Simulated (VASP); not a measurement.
**CoO: relaxation of cell and atoms with LDA**

Crystal: CoO.

```
CELL_PARAMETERS angstrom
0.00000 2.13150 2.13150
2.13150 0.00000 2.13150
2.13150 2.13150 0.00000
ATOMIC_POSITIONS crystal
Co 0.00000 0.00000 0.00000
O 0.50000 0.50000 0.50000
```

```json
{
  "Program": "VASP 6.6.1",
  "Task": "relaxation of cell and atoms",
  "Functional": "LDA",
  "Potentials or basis": "VASP PAW LDA potentials, release 64 (Co, O)",
  "Cutoff": "600 eV",
  "k mesh": "11 × 11 × 11",
  "Occupations": "fermi-dirac, width 0.05 eV",
  "Spin": "collinear spin, ferromagnetic start",
  "Starting moments": "[2.0, 0.0] μB",
  "Dipole correction": "no",
  "Further INCAR settings": "ALGO = Normal; EDIFF = 1e-06; IBRION = 2; EDIFFG = -0.005; NSW = 80; ISIF = 3"
}
```

```
Relaxed volume                                        : 8.35 Å³/atom
Relaxed cell                                          : a = 2.870 Å, b = 2.870 Å, c = 2.870 Å, α = 60.00°, β = 60.00°, γ = 60.00°
Space group after relaxing (to 0.05 Å)                : Fm-3m (No. 225)
Energy gained by relaxing                             : 101.0 meV/atom
Ionic steps                                           : 13
Pressure after relaxing                               : -0.1 GPa
Net moment                                            : 1.90 μB per cell
Site moments                                          : Co +1.71; O +0.15 μB
Valence electrons inside the program's atomic spheres : Co 8.16; O 4.98
```

Step by step:
```csv
step,energy change (eV),largest force (eV/Å),pressure (GPa),volume (Å³)
1,0.0000,0.0000,-20.82,19.37
2,-0.1879,0.0000,8.06,16.05
3,-0.2019,0.0000,0.28,16.66
4,-0.2019,0.0000,-0.14,16.71
5,-0.2019,0.0000,-0.26,16.71
6,-0.2019,0.0000,-0.13,16.71
7,-0.2019,0.0000,-0.11,16.71
8,-0.2019,0.0000,-0.10,16.71
9,-0.2019,0.0000,-0.10,16.71
10,-0.2019,0.0000,-0.10,16.71
11,-0.2019,0.0000,-0.10,16.71
12,-0.2019,0.0000,-0.10,16.71
13,-0.2019,0.0000,-0.09,16.71
```

Final structure:
```yaml
crystal:
  lattice:
    - [0.00000, 2.02914, 2.02914]
    - [2.02914, 0.00000, 2.02914]
    - [2.02914, 2.02914, 0.00000]
  atoms:
    - { symbol: Co, position: [0.00000, 0.00000, 0.00000] }
    - { symbol: O, position: [0.50000, 0.50000, 0.50000] }
```

Levels at points of the mesh, in eV from the Fermi level:
Spin up:
```
           k point  band 6  band 7  band 8  band 9  band 10  band 11  band 12
(0.00, 0.00, 0.00)   -2.80   -2.80   -2.66   -2.66     1.90    17.11    19.30
```
Spin down:
```csv
k point,band 2,band 3,band 4,band 5,band 6,band 7,band 8,band 9,band 10,band 11
"(0.00, 0.00, 0.00)",-3.69,-3.69,-3.69,-1.51,-1.51,-1.51,-0.86,-0.86,2.25,17.19
```

Run time: 4.6 min on 1 thread of AMD EPYC 7R13, with other jobs on the host, peak memory 0.14 GiB.

Caveat: the volume moved by -14 % from the deposited cell, more than functionals usually miss; a cell with one magnetic atom can't hold antiferromagnetic order, which such compounds often take; semilocal functionals often make such compounds metallic where correlation or magnetic order opens a gap, which also shifts bond lengths. With open d or f shells a metallic result of LDA can be an artefact of self-interaction; +U or a hybrid may open a gap.
